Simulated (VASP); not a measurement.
A run of VASP 6.6.1:

Contents of POSCAR:

```
C
1.0
    0.0000000000      1.7120640000      1.6407280000
    1.7120640000      0.0000000000      1.6407280000
    1.7120640000      1.7120640000      0.0000000000
C
2
Direct
    0.5000000000      0.5000000000      0.5000000000
    0.7500000000      0.7500000000      0.7500000000
```

The input INCAR.step1:

```
SYSTEM = C
PREC = Accurate ; ENCUT = 520
ISMEAR = 0 ; SIGMA = 0.05
LREAL = .False. ; LASPH = .True.
NELM = 100 ; NBANDS = 11
GGA = PE ; ALGO = Normal
EDIFF = 1E-4 ; LWAVE = .True.
LCHARG = .False.
```

File INCAR.step2:

```
SYSTEM = C
PREC = Accurate ; ENCUT = 520
EDIFF = 1E-6 ; ISMEAR = 0
SIGMA = 0.05 ; LREAL = .False.
LASPH = .True. ; NELM = 100
ALGO = Normal ; ISIF = 2
LWAVE = .False. ; LCHARG = .True.
METAGGA = R2SCAN ; LMIXTAU = .True.
LELF = .True. ; LVHAR = .True.
NBANDS = 11 ; ISTART = 1
```

KPOINTS

```
regular mesh
0
Gamma
  12 12 12
  0 0 0
```

Potentials or basis: VASP PAW PBE potentials, release 64 (C).

The run is started by

```console
$ cat potpaw_PBE.64/C/POTCAR > POTCAR
$ cp INCAR.step1 INCAR
$ mpirun -np 1 vasp_std > vasp.out
$ cp INCAR.step2 INCAR
$ mpirun -np 1 vasp_std > vasp.out
```

Hardware: 1 thread of Intel(R) Xeon(R) Platinum 8488C (Sapphire Rapids), with other jobs on the host.

Q: How long does it take, and how much memory?

A: Wall time 32 s on 1 thread of Intel(R) Xeon(R) Platinum 8488C (Sapphire Rapids) (shared host), peak memory 0.12 GiB. Counts: k points 163.
